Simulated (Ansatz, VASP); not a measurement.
## HfC5: VASP beside Ansatz

```xyz
12
Lattice="4.4908 0.0000 0.0000 0.0000 5.0792 0.0000 0.0000 0.0000 6.2974" Properties=species:S:1:pos:R:3 pbc="T T T"
Hf    0.0000    0.0000    3.1487
Hf    2.2454    2.5396    3.1487
C     1.4968    2.5396    0.0000
C     0.7486    3.8094    0.0000
C     1.4968    0.0000    0.0000
C     0.7486    1.2698    0.0000
C     2.9940    2.5396    0.0000
C     3.7421    1.2698    0.0000
C     2.9940    0.0000    0.0000
C     3.7421    3.8094    0.0000
C     2.2454    0.0000    3.1487
C     0.0000    2.5396    3.1487
```

Alike in both runs: task relaxation of cell and atoms; functional PBE; k mesh 4 × 3 × 3; occupations gaussian, width 0.2 eV; no spin polarisation.

```csv
,VASP,Ansatz
version,VASP 6.6.1,Ansatz 0.2.0
potentials or method,"VASP PAW PBE potentials, release 64 (Hf_pv, C), cutoff 600 eV","scalar-relativistic, plane waves, PAW"
valence electrons in the cell,60,92
```

```tsv
	VASP	Ansatz	Ansatz less VASP
gap on the k mesh at the Fermi level, each at its own relaxed structure (eV)	none	none	-
relaxed volume (Å³/atom)	12.34	12.47	+0.125
relaxed cell length with the largest relative difference (Å)	7.129	7.194	+0.0645
```

A gap of «none» marks a metal or a gap that the smearing closes. VASP's potentials hold 60 valence electrons a cell and Ansatz's 92, so a difference there can come from the potentials and not from the codes.

The k mesh is coarse, so the values compare programs but aren't converged. Neither program's run includes spin-orbit coupling.
